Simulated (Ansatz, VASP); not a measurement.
Two plane-wave programs on Sc3Al

```
CELL_PARAMETERS angstrom
4.53885 0.00000 0.00000
0.00000 4.53885 0.00000
0.00000 0.00000 4.37479
ATOMIC_POSITIONS crystal
Sc 0.50000 0.00000 0.50000
Sc 0.00000 0.50000 0.50000
Sc 0.50000 0.50000 0.00000
Al 0.00000 0.00000 0.00000
```

Change from the starting cell: strain +0.0375 x Voigt [1, 1, 0, 0, 0, 0], atoms carried along.

Alike in both runs: task single point; functional PBEsol; k mesh 12 × 12 × 12; occupations gaussian, width 0.15 eV; no spin polarisation.

```csv
,VASP,Ansatz
version,VASP 6.6.1,Ansatz 0.2.0
potentials or method,"VASP PAW PBE potentials, release 64 (Sc_sv, Al), cutoff 520 eV","scalar-relativistic, plane waves, PAW"
valence electrons in the cell,36,36
```

```tsv
	VASP	Ansatz	Ansatz less VASP
gap on the k mesh at the Fermi level (eV)	none	none	-
pressure (GPa)	-4.3	-4.3	-0.07
traceless stress, the component that is largest in VASP (GPa)	1.36	1.35	-0.003
```

VASP's potentials were made for PBE, not for PBEsol. A gap of «none» marks a metal or a gap that the smearing closes. The functional is the same, so the differences come from potentials, cutoffs and numerics.
